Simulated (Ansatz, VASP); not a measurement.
**Fe: VASP beside Ansatz**

```
CELL_PARAMETERS angstrom
0.00000 1.82423 1.82423
1.82423 0.00000 1.82423
1.82423 1.82423 0.00000
ATOMIC_POSITIONS crystal
Fe 0.50000 0.50000 0.50000
```

Alike in both runs: functional r2SCAN; k mesh 26 × 26 × 26; occupations gaussian, width 0.1 eV; collinear spin.

Ansatz relaxed the structure, and its values are those at the end. VASP's run is a single point on that final structure, the one shown.

```csv
,VASP,Ansatz
version,VASP 6.6.1,Ansatz 0.2.0
potentials or method,"VASP PAW PBE potentials, release 64 (Fe), cutoff 660 eV","scalar-relativistic, plane waves, PAW"
valence electrons in the cell,8,16
```

VASP gave:

* gap on the k mesh at the Fermi level (eV): none
* pressure (GPa): -0.4
* net moment per atom (μB): 2.81
* size of the moment on the site where the two differ most (μB): 2.86

Question: What did Ansatz give for the same quantities?

Answer: gap on the k mesh at the Fermi level (eV): none; pressure (GPa): 0.0; net moment per atom (μB): 2.81; size of the moment on the site where the two differ most (μB): 2.93.

VASP's potentials were made for PBE, not for r2SCAN. Site moments also hang on the region over which each program counts them. A gap of «none» marks a metal or a gap that the smearing closes. VASP's potentials hold 8 valence electrons a cell and Ansatz's 16, so a difference there can come from the potentials and not from the codes.
